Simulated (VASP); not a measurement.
PbSe (rocksalt type): single point with PBE

PbSe (rocksalt type):

```xyz
2
Lattice="0.0000 3.1080 3.1080 3.1080 0.0000 3.1080 3.1080 3.1080 0.0000" Properties=species:S:1:pos:R:3 pbc="T T T"
Pb    0.0000    0.0000    0.0000
Se    3.1080    3.1080    3.1080
```

```json
{
 "Program": "VASP 6.6.1",
 "Task": "single point",
 "Functional": "PBE",
 "Potentials or basis": "VASP PAW PBE potentials, release 64 (Pb_d, Se)",
 "Cutoff": "520 eV",
 "k mesh": "10 × 10 × 10",
 "Occupations": "fermi-dirac, width 0.03 eV",
 "Spin": "no spin polarisation",
 "Dipole correction": "no",
 "k mesh for the DOS": "15 × 15 × 15",
 "Occupations for the DOS": "tetrahedron",
 "Further INCAR settings": "ALGO = Normal; EDIFF = 1e-06; NBANDS = 17"
}
```

| Quantity | Value |
| --- | --- |
| Valence electrons inside the program's atomic spheres | Pb 11.83; Se 3.80 |

Levels at points of the mesh, in eV from the valence-band top:
```
           k point  band 6  band 7  band 8  band 9  band 10  band 11  band 12  band 13  band 14  band 15
(0.00, 0.00, 0.00)  -13.12   -6.28   -1.58   -1.58    -1.58     4.70     4.70     4.70     6.71     6.71
```

Run time: 3.3 min on 1 thread of Intel Xeon 8259CL, on a shared host, peak memory 0.28 GiB.

Caveat: spin-orbit coupling is left out, which moves the levels of the heavy elements.
